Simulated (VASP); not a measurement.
A run of VASP 6.6.1:

Contents of INCAR:

```
PREC     = Accurate       # precision mode
ENCUT    = 520            # plane-wave cutoff, eV
EDIFF    = 1E-6           # SCF threshold, eV
ISMEAR   = -1             # smearing method
SIGMA    = 0.1            # smearing width, eV
LREAL    = F              # projectors in reciprocal space
LASPH    = T              # aspherical terms in the spheres
NELM     = 100            # most SCF steps
ALGO     = Normal         # electronic algorithm
ISIF     = 2              # what is computed and relaxed
LWAVE    = F              # write WAVECAR
LCHARG   = F              # write CHGCAR
GGA      = PE             # functional
IVDW     = 12             # dispersion correction
NBANDS   = 25             # bands
```

KPOINTS

```
regular mesh
0
Gamma
  8 8 11
```

The input POSCAR:

```
Zr
1.0
    5.0474735472      0.0000000000      0.0000000000
   -2.5237367736      4.3712403168      0.0000000000
    0.0000000000      0.0000000000      3.1447675062
Zr
3
Direct
    0.0000000000      0.0000000000      0.0000000000
    0.3333333333      0.6666666667      0.5000000000
    0.6666666667      0.3333333333      0.5000000000
```

Potentials or basis: VASP PAW PBE potentials, release 64 (Zr_sv).

Run with:

```bash
$ cat potpaw_PBE.64/Zr_sv/POTCAR > POTCAR
$ mpirun -np 1 vasp_std > vasp.out
```

Hardware: 1 thread of Intel Xeon 8259CL, with other jobs on the host.

Estimate the wall time of this run.

It took 120 s on 1 thread of Intel Xeon 8259CL, on a shared host, peak memory 0.24 GiB. Counts: scf iterations 14, k points 60.
